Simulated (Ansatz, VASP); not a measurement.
GaP: VASP beside Ansatz

The input POSCAR:

```
GaP
1.0
    1.9430151800      1.1218003300      6.4308101000
   -1.9430151800      1.1218003300      6.4308101000
    0.0000000000     -2.2436006700      6.4308101000
Ga P
2 2
Direct
    0.4353720004      0.4353720004      0.4353719985
    0.5646280011      0.5646280011      0.5646279986
    0.0573890000      0.0573890000      0.0573889997
    0.9426110015      0.9426110015      0.9426109973
```

File INCAR.step1:

```
SYSTEM = GaP
ALGO = Normal
EDIFF = 1E-5
ENCUT = 550
GGA = PE
GGA_COMPAT = .False.
ISMEAR = 0
LASPH = .True.
LCHARG = .False.
LREAL = .False.
LWAVE = .True.
NBANDS = 26
NELM = 120
PREC = Accurate
SIGMA = 0.01
```

INCAR.step2

```
SYSTEM = GaP
ALGO = Normal
EDIFF = 1E-6
ENCUT = 550
GGA_COMPAT = .False.
ISIF = 2
ISMEAR = 0
ISTART = 1
LASPH = .True.
LCHARG = .False.
LMIXTAU = .True.
LREAL = .False.
LWAVE = .False.
METAGGA = R2SCAN
NBANDS = 26
NELM = 120
PREC = Accurate
SIGMA = 0.01
```

KPOINTS

```
k-points
0
Gamma
  4 4 4
  0 0 0
```

Input for Ansatz:

```yaml
crystal:
  lattice:
    - [1.94301518, 1.12180033, 6.4308101]
    - [-1.94301518, 1.12180033, 6.4308101]
    - [0.0, -2.24360067, 6.4308101]
  atoms:
    - { symbol: Ga, position: [0.43537200040987184, 0.43537200040987184, 0.43537199846936603] }
    - { symbol: Ga, position: [0.5646280010758352, 0.5646280010758352, 0.5646279985592196] }
    - { symbol: P, position: [0.05738899995636813, 0.05738899995636813, 0.0573889997005784] }
    - { symbol: P, position: [0.942611001529339, 0.942611001529339, 0.9426109973280075] }
kpoints:
  mp_grid:
    grid: [4, 4, 4]
hamiltonian:
  xc: r2scan
scf:
  occupations:
    method: fixed
output:
  eigenvalues: true
```

Alike in both runs: task single point; functional r2SCAN; k mesh 4 × 4 × 4; no spin polarisation.

|  | VASP | Ansatz |
| --- | --- | --- |
| version | VASP 6.6.1 | Ansatz 0.2.0 |
| potentials or method | VASP PAW PBE potentials, release 64 (Ga_d, P) | plane waves, PAW |
| plane-wave cutoff (eV) | 550 | 500 |
| occupations | gaussian, width 0.01 eV | fixed |
| valence electrons in the cell | 36 | 36 |

Ansatz gave:

| Item | Value |
| --- | --- |
| gap on the k mesh at the Fermi level (eV) | 1.06 |

Q: Estimate VASP's values.

A: gap on the k mesh at the Fermi level (eV): 1.07.

VASP's potentials were made for PBE, not for r2SCAN.

The k mesh is coarse, so the values compare programs but aren't converged.
